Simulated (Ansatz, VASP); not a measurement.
One calculation of InP, two programs

Contents of INCAR:

```
SYSTEM = InP
ALGO = Normal ; EDIFF = 1E-8
ENCUT = 520 ; GGA = PS
ISIF = 2 ; ISMEAR = -1
LASPH = .True. ; LCHARG = .False.
LEFG = .True. ; LREAL = .False.
LWAVE = .False. ; NBANDS = 16
NELM = 60 ; PREC = Accurate
SIGMA = 0.03
```

The input KPOINTS:

```
k-points
0
Gamma
  11 11 11
  0 0 0
```

The input POSCAR:

```
InP
1.0
    0.0000000000      2.8550000000      2.7693500000
    2.8550000000      0.0000000000      2.7693500000
    2.8550000000      2.8550000000      0.0000000000
In P
1 1
Direct
    0.0000000000      0.0000000000      0.0000000000
    0.5000000000      0.5000000000      0.5000000000
```

Input for Ansatz:

```yaml
crystal:
  lattice:
    - [0.0, 2.855, 2.76935]
    - [2.855, 0.0, 2.76935]
    - [2.855, 2.855, 0.0]
  atoms:
    - { symbol: In, position: [0.0, 0.0, 0.0] }
    - { symbol: P, position: [0.5, 0.5, 0.5] }
kpoints:
  mp_grid: { grid: [11, 11, 11] }
scf:
  occupations: { method: fermi_dirac, width: 0.03 }
hamiltonian:
  xc: pbesol
  pseudopotentials: { kind: paw }
output:
  forces: true
  stress: true
  eigenvalues: true
  efg: { contact_densities: true }
```

Change from the starting cell: zz strain of -3 %, PAW files.

Alike in both runs: task electric field gradients; functional PBEsol; k mesh 11 × 11 × 11; occupations fermi-dirac, width 0.03 eV; no spin polarisation.

|  | VASP | Ansatz |
| --- | --- | --- |
| version | VASP 6.6.1 | Ansatz 0.2.0 |
| potentials or method | VASP PAW PBE potentials, release 64 (In_d, P) | PAW with Ansatz's default frozen-core files, scalar-relativistic |
| plane-wave cutoff (eV) | 520 | 420 |
| valence electrons in the cell | 18 | 18 |

```tsv
	VASP	Ansatz	Ansatz less VASP
pressure (GPa)	-6.8	-6.8	-0.03
traceless stress, the component that is largest in VASP (GPa)	1.88	1.88	-0.001
size of Vzz on the site where it differs most (V/Å²)	29.0	28.2	-0.86
```

VASP's potentials were made for PBE, not for PBEsol.
